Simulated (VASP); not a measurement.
# Si2As3 (R-3c) in VASP: further runs

Si2As3 is run at these levels: PBE; tasks: single point, relaxation of cell and atoms.

Program: VASP 6.6.1. These are calculated values, not measurements. Logs are shortened: lines on timing, memory, paths and dates and some standing lists are left out, and cuts for length are marked.

## (1) The cell of the first run

Symmetry: R-3c, No. 167, trigonal system. The conventional cell has a = 6.254 Å, b = 6.254 Å, c = 17.553 Å, α = 90.00°, β = 90.00°, γ = 120.00°. Si (site symmetry 3) has 6 As at 2.49 to 2.57 Å within 3.3 Å. As (site symmetry 2) has 4 Si at 2.49 to 2.57 Å and 2 As at 3.20 Å within 3.3 Å.

## (2) Single point, PBE

Input file INCAR:

```
SYSTEM = Si2As3
  PREC = Accurate
  ENCUT = 520
  EDIFF = 1E-6
  ISMEAR = 0
  SIGMA = 0.1
  LREAL = .FALSE.
  LASPH = .TRUE.
  NELM = 100
  ALGO = Normal
  ISIF = 2
  LWAVE = .FALSE.
  LCHARG = .TRUE.
  GGA = PE
  LELF = .TRUE.
  LVHAR = .TRUE.
  NBANDS = 34
```

Input file KPOINTS:

```
regular mesh
0
G
  3 3 3
  0 0 0
```

Input file POSCAR:

```
Si2As3
1.0
    3.1268895834      1.8053105426      5.8509375783
   -3.1268895834      1.8053105426      5.8509375783
    0.0000000000     -3.6106210854      5.8509375783
Si As
4 6
Direct
    0.8518420867      0.8518420867      0.8518420867
    0.6481579133      0.6481579133      0.6481579133
    0.1481579133      0.1481579133      0.1481579133
    0.3518420867      0.3518420867      0.3518420867
    0.0453813720      0.4546186280      0.7500000000
    0.7500000000      0.0453813720      0.4546186280
    0.4546186280      0.7500000000      0.0453813720
    0.9546186280      0.5453813720      0.2500000000
    0.2500000000      0.9546186280      0.5453813720
    0.5453813720      0.2500000000      0.9546186280
```

Potentials or basis: VASP PAW PBE potentials, release 64 (Si, As).

Launch:

```bash
cat potpaw_PBE.64/Si/POTCAR potpaw_PBE.64/As/POTCAR > POTCAR
mpirun -np 1 vasp_std > vasp.out
```

OUTCAR:

```text
SYSTEM = Si2As3
   PREC = Accurate
   ENCUT = 520
   EDIFF = 1E-6
   ISMEAR = 0
   LREAL = .FALSE.
   LASPH = .TRUE.
   NELM = 100
   ISIF = 2
   GGA = PE

 ion  position               nearest neighbor table
   1  0.852  0.852  0.852-   9 2.49   8 2.49  10 2.49   7 2.57   6 2.57   5 2.57
   2  0.648  0.648  0.648-  10 2.49   8 2.49   9 2.49   6 2.57   7 2.57   5 2.57
   3  0.148  0.148  0.148-   6 2.49   5 2.49   7 2.49  10 2.57   9 2.57   8 2.57
   4  0.352  0.352  0.352-   7 2.49   5 2.49   6 2.49   9 2.57  10 2.57   8 2.57
   5  0.045  0.455  0.750-   3 2.49   4 2.49   1 2.57   2 2.57
   6  0.750  0.045  0.455-   3 2.49   4 2.49   2 2.57   1 2.57
   7  0.455  0.750  0.045-   4 2.49   3 2.49   1 2.57   2 2.57
   8  0.955  0.545  0.250-   1 2.49   2 2.49   3 2.57   4 2.57
   9  0.250  0.955  0.545-   1 2.49   2 2.49   4 2.57   3 2.57
  10  0.545  0.250  0.955-   2 2.49   1 2.49   3 2.57   4 2.57

  LATTYP: Found a trigonal (rhomboedric) cell.
 ALAT       =     6.8753221864
 COS(alpha) =     0.5863157582

  Lattice vectors:

 A1 = (   3.1268895834,   1.8053105426,   5.8509375783)
 A2 = (  -3.1268895834,   1.8053105426,   5.8509375783)
 A3 = (   0.0000000000,  -3.6106210854,   5.8509375783)

Analysis of symmetry for initial positions (statically):
=====================================================================
 Subroutine PRICEL returns:
 Original cell was already a primitive cell.

 Routine SETGRP: Setting up the symmetry group for a
 trigonal (rhombohedral) supercell.

 Subroutine GETGRP returns: Found 12 space group operations
 (whereof  6 operations were pure point group operations)
 out of a pool of 12 trial point group operations.

The static configuration has the point symmetry S_6 .
 The point group associated with its full space group is D_3d.

Analysis of symmetry for dynamics (positions and initial velocities):
=====================================================================
 Subroutine PRICEL returns:
 Original cell was already a primitive cell.

 Routine SETGRP: Setting up the symmetry group for a
 trigonal (rhombohedral) supercell.

 Subroutine GETGRP returns: Found 12 space group operations
 (whereof  6 operations were pure point group operations)
 out of a pool of 12 trial point group operations.

The dynamic configuration has the point symmetry S_6 .
 The point group associated with its full space group is D_3d.

[... 95 lines left out ...]
   EDIFF  = 0.1E-05   stopping-criterion for ELM
   LREAL  =      F    real-space projection
[... 7 lines left out ...]
   TEBEG  =    0.0;   TEEND  =   0.0 temperature during run
   PSTRESS=    0.0 pullay stress
   NELECT =      46.0000    total number of electrons
   NUPDOWN=      -1.0000    fix difference up-down
   EMIN   =  10.00;   EMAX   =-10.00  energy-range for DOS
   EFERMI =   0.00;   METHOD = LEGACY
   ISMEAR =     0;   SIGMA  =   0.10  broadening in eV -4-tet -1-fermi 0-gaus
   EFERMI_NEDOS =   21; number of points for ismear=-14 and -15
   IALGO  =     38    algorithm
   IMIX   =      4    mixing-type and parameters
     AMIX     =   0.40;   BMIX     =  1.00
     AMIX_MAG =   1.60;   BMIX_MAG =  1.00
  volume/ion in A,a.u.               =      19.82       133.73
  Fermi-wavevector in a.u.,A,eV,Ry     =   1.006114  1.901279 13.772698  1.012265
  Thomas-Fermi vector in A             =   2.138836
   LORBIT       =      0    0 simple, 1 ext, 2 COOP (PROOUT), +10 PAW based schemes
   GGA     = PE    functional components
   LHFCALC =     F    Hartree Fock is set to
   AEXX    =    0.0000 exact exchange contribution
   IVDW    =     0    specifies the selected vdW correction
   LEPSILON=     F    determine dielectric tensor
   LRPA    =     F    only Hartree local field effects (RPA)
 non-spin polarized calculation
 Gauss-broadening in eV      SIGMA  =   0.10
  energy-cutoff  :      520.00
  volume of cell :      198.17
 maximum number of plane-waves:      5356
 NGX is ok and might be reduce to    54
   NGX = 25   NGY = 25   NGZ = 25

 number of electron      46.0000000 magnetization

 Free energy of the ion-electron system (eV)
  ---------------------------------------------------
  ext. energy  EPLUGINS =         0.00000000
  ---------------------------------------------------
  free energy    TOTEN  =       -47.72251399 eV

  energy without entropy =      -47.69849979  energy(sigma->0) =      -47.71050689

 E-fermi :   5.8553     XC(G=0): -10.0071

 val. band max:        5.7790578799   @ k =   0.3333   0.0000   0.0000
 cond. band min:       5.8729400240   @ k =   0.3333   0.3333  -0.0000
 fundamental gap:      0.0938821441
 Fermi energy:         5.8552919170

 k-point     1 :       0.0000    0.0000    0.0000
  band No.  band energies     occupation
      1      -8.3781      2.00000
      2      -5.6250      2.00000
      3      -4.9710      2.00000
      4      -4.9710      2.00000
      5      -4.3194      2.00000
      6      -4.3194      2.00000
[... 211 lines left out ...]
     33      10.1913      0.00000
     34      10.8621      0.00000

------------------------ aborting loop because EDIFF is reached ----------------------------------------

  FORCE on cell =-STRESS in cart. coord.  units (eV):
  Direction    XX          YY          ZZ          XY          YZ          ZX
  --------------------------------------------------------------------------------------
  -------------------------------------------------------------------------------------
  Total       -0.1236104     -0.1236104      0.3561262      0.0000000     -0.0000000     -0.0000000
  in kB       -0.9993657     -0.9993657      2.8792102      0.0000000     -0.0000000     -0.0000000
  external PRESSURE =       0.2934930 kB  Pullay stress =       0.0000000 kB

 VOLUME and BASIS-vectors are now :
 -----------------------------------------------------------------------------
  energy-cutoff  :      520.00
  volume of cell :      198.17
      direct lattice vectors                 reciprocal lattice vectors
     3.126889583  1.805310543  5.850937578     0.159903312  0.092320220  0.056970926
    -3.126889583  1.805310543  5.850937578    -0.159903312  0.092320220  0.056970926
     0.000000000 -3.610621085  5.850937578     0.000000000 -0.184640440  0.056970926

 POSITION                                       TOTAL-FORCE (eV/Angst)
 -----------------------------------------------------------------------------------
      0.00000     -0.00000     14.95222         0.000000      0.000000     -0.033503
      0.00000     -0.00000     11.37699         0.000000     -0.000000      0.033503
      0.00000     -0.00000      2.60059         0.000000     -0.000000      0.033503
      0.00000     -0.00000      6.17582         0.000000      0.000000     -0.033503
     -1.27964     -1.80531      7.31367        -0.017827     -0.000000     -0.000000
      2.20326     -0.20555      7.31367         0.008914     -0.015439      0.000000
     -0.92362      2.01086      7.31367         0.008914      0.015439      0.000000
      1.27964      1.80531     10.23914         0.017827      0.000000     -0.000000
     -2.20326      0.20555     10.23914        -0.008914      0.015439      0.000000
      0.92362     -2.01086     10.23914        -0.008914     -0.015439      0.000000
 -----------------------------------------------------------------------------------
    total drift:                                0.000000     -0.000000      0.000000

  FREE ENERGIE OF THE ION-ELECTRON SYSTEM (eV)
  ---------------------------------------------------
  free  energy   TOTEN  =       -47.7225139907 eV

  energy  without entropy=      -47.6984997947  energy(sigma->0) =      -47.71050689
```

OSZICAR:

```text
N       E                     dE             d eps       ncg     rms          rms(c)
DAV:   1     0.165430305160E+03    0.16543E+03   -0.18285E+04   408   0.115E+03
DAV:   2    -0.338831964428E+02   -0.19931E+03   -0.18994E+03   518   0.179E+02
DAV:   3    -0.476973772546E+02   -0.13814E+02   -0.13486E+02   520   0.448E+01
DAV:   4    -0.479531957838E+02   -0.25582E+00   -0.25441E+00   488   0.674E+00
DAV:   5    -0.479584085677E+02   -0.52128E-02   -0.52086E-02   542   0.956E-01    0.782E+00
DAV:   6    -0.477876302640E+02    0.17078E+00   -0.14337E-01   478   0.150E+00    0.463E+00
DAV:   7    -0.477218061593E+02    0.65824E-01   -0.20287E-01   468   0.180E+00    0.404E-01
DAV:   8    -0.477220693821E+02   -0.26322E-03   -0.28763E-02   478   0.705E-01    0.225E-01
DAV:   9    -0.477224625898E+02   -0.39321E-03   -0.15784E-03   510   0.190E-01    0.138E-01
DAV:  10    -0.477225034779E+02   -0.40888E-04   -0.18240E-04   476   0.572E-02    0.456E-02
DAV:  11    -0.477225138447E+02   -0.10367E-04   -0.43805E-05   526   0.277E-02    0.102E-02
DAV:  12    -0.477225139907E+02   -0.14602E-06   -0.86542E-06   476   0.119E-02
   1 F= -.47722514E+02 E0= -.47710507E+02  d E =-.240142E-01
```

stdout:

```text
POSCAR found type information on POSCAR SiAs
 POSCAR found :  2 types and      10 ions
 scaLAPACK will be used
 LDA part: xc-table for (Slater+PW92), standard interpolation
 POSCAR, INCAR and KPOINTS ok, starting setup
 FFT: planning ... GRIDC
 FFT: planning ... GRID_SOFT
 FFT: planning ... GRID
 WAVECAR not read
 entering main loop
```

It took 2.3 min on 1 thread of Intel Xeon 8259CL, shared host; peak memory 0.38 GiB.

Results:

```yaml
Free_energy: -47.7225 eV
Pressure: 0.0 GPa
Largest_force: 0.034 eV/Å
Band_gap_on_the_k_mesh: zero (bands 23 and 24 overlap by 0.76 eV)
```

Forces in eV/Å, atoms in the order of the input:
```
Si   0.000  0.000 -0.034
Si   0.000  0.000  0.034
Si   0.000  0.000  0.034
Si   0.000  0.000 -0.034
As  -0.018  0.000  0.000
As   0.009 -0.015  0.000
As   0.009  0.015  0.000
As   0.018  0.000  0.000
As  -0.009  0.015  0.000
As  -0.009 -0.015  0.000
```

Caveat: the k points lie up to 0.40 Å⁻¹ apart, too coarse for converged energies and pressures of a metal.

## (3) Relaxation of cell and atoms, PBE

This run uses another cell than the first one, of 18.77 Å³/atom.

Input file INCAR:

```
PREC     = Accurate       # precision mode
ENCUT    = 600            # plane-wave cutoff, eV
EDIFF    = 1E-7           # SCF threshold, eV
ISMEAR   = 0              # smearing method
SIGMA    = 0.1            # smearing width, eV
LREAL    = False          # projectors in reciprocal space
LASPH    = True           # aspherical terms in the spheres
NELM     = 60             # most SCF steps
ALGO     = Normal         # electronic algorithm
ISIF     = 3              # what is computed and relaxed
LWAVE    = False          # write WAVECAR
LCHARG   = False          # write CHGCAR
GGA      = PE             # functional
IBRION   = 2              # ionic algorithm
NSW      = 90             # ionic steps
EDIFFG   = -0.04          # ionic threshold
```

Input file KPOINTS:

```
Automatic mesh
0
Gamma
  3 3 3
```

Input file POSCAR:

```
Si2As3
1.0
    3.0991940211      1.7893205023      5.6409985263
   -3.0991940211      1.7893205023      5.6409985263
    0.0000000000     -3.5786410048      5.6409985263
Si As
4 6
Direct
    0.8521800000      0.8521800000      0.8521800000
    0.6478200000      0.6478200000      0.6478200000
    0.1478200000      0.1478200000      0.1478200000
    0.3521800000      0.3521800000      0.3521800000
    0.0562500000      0.4437500000      0.7500000000
    0.7500000000      0.0562500000      0.4437500000
    0.4437500000      0.7500000000      0.0562500000
    0.9437500000      0.5562500000      0.2500000000
    0.2500000000      0.9437500000      0.5562500000
    0.5562500000      0.2500000000      0.9437500000
```

Potentials or basis: VASP PAW PBE potentials, release 64 (Si, As).

Launch:

```bash
cat potpaw_PBE.64/Si/POTCAR potpaw_PBE.64/As/POTCAR > POTCAR
mpirun -np 1 vasp_std > vasp.out
```

Wall time 22 min (1 thread of Intel Xeon 8259CL, shared host); peak memory 0.43 GiB.

The run converged. Its results:

| Item | Value |
| --- | --- |
| Free energy | -47.7235 eV |
| Relaxed volume | 19.81 Å³/atom |
| Relaxed cell | a = 6.881 Å, b = 6.881 Å, c = 6.881 Å, α = 53.99°, β = 53.99°, γ = 53.99° |
| Space group after relaxing (to 0.1 Å) | R-3c (No. 167) |
| Energy gained by relaxing | 23.0 meV/atom |
| Ionic steps | 17 |
| Pressure after relaxing | 0.1 GPa |
| Largest force after relaxing | 0.029 eV/Å |
| Band gap on the k mesh | zero (bands 23 and 24 overlap by 0.77 eV) |

Forces on the atoms (eV/Å):
```
Si   0.000  0.000 -0.029
Si   0.000  0.000  0.029
Si   0.000  0.000  0.029
Si   0.000  0.000 -0.029
As  -0.015  0.000  0.000
As   0.008 -0.013  0.000
As   0.008  0.013  0.000
As   0.015  0.000  0.000
As  -0.008  0.013  0.000
As  -0.008 -0.013  0.000
```

Stress tensor (GPa, compression positive):
```
0.00 0.00 0.00
0.00 0.00 0.00
0.00 0.00 0.23
```

Step by step:
| step | energy change (eV) | largest force (eV/Å) | pressure (GPa) | volume (Å³) |
| --- | --- | --- | --- | --- |
| 1 | 0.0000 | 0.4038 | 4.63 | 187.69 |
| 2 | -0.1479 | 0.2233 | -1.96 | 202.80 |
| 3 | -0.1713 | 0.2615 | -0.36 | 198.48 |
| 4 | -0.1881 | 0.1509 | -0.09 | 197.97 |
| 5 | -0.1934 | 0.1082 | 0.18 | 197.51 |
| 6 | -0.2016 | 0.0765 | 0.01 | 198.03 |
| 7 | -0.2181 | 0.0122 | -0.50 | 199.54 |
| 8 | -0.1782 | 0.1417 | -1.33 | 202.49 |
| 9 | -0.2197 | 0.0350 | -0.64 | 199.96 |
| 10 | -0.2246 | 0.0493 | -0.30 | 199.15 |
| 11 | -0.2254 | 0.0546 | -0.12 | 198.74 |
| 12 | -0.2254 | 0.0550 | -0.11 | 198.71 |
| 13 | -0.2262 | 0.0523 | -0.07 | 198.58 |
| 14 | -0.2280 | 0.0440 | 0.06 | 198.21 |
| 15 | -0.2286 | 0.0273 | 0.31 | 197.46 |
| 16 | -0.2288 | 0.0332 | 0.23 | 197.72 |
| 17 | -0.2297 | 0.0290 | 0.07 | 198.07 |

Final structure:
```
CELL_PARAMETERS angstrom
3.12360 1.80341 5.86034
-3.12360 1.80341 5.86034
0.00000 -3.60682 5.86034
ATOMIC_POSITIONS crystal
Si 0.85170 0.85170 0.85170
Si 0.64830 0.64830 0.64830
Si 0.14830 0.14830 0.14830
Si 0.35170 0.35170 0.35170
As 0.04541 0.45459 0.75000
As 0.75000 0.04541 0.45459
As 0.45459 0.75000 0.04541
As 0.95459 0.54541 0.25000
As 0.25000 0.95459 0.54541
As 0.54541 0.25000 0.95459
```

Levels at points of the mesh, in eV from the Fermi level:
```tsv
k point	band 21	band 22	band 23	band 24	band 25	band 26
(0.00, 0.00, 0.00)	-0.89	0.18	0.18	0.52	0.52	2.08
```

Caveat: the k points lie up to 0.41 Å⁻¹ apart in the final cell, too coarse for converged energies and pressures of a metal.
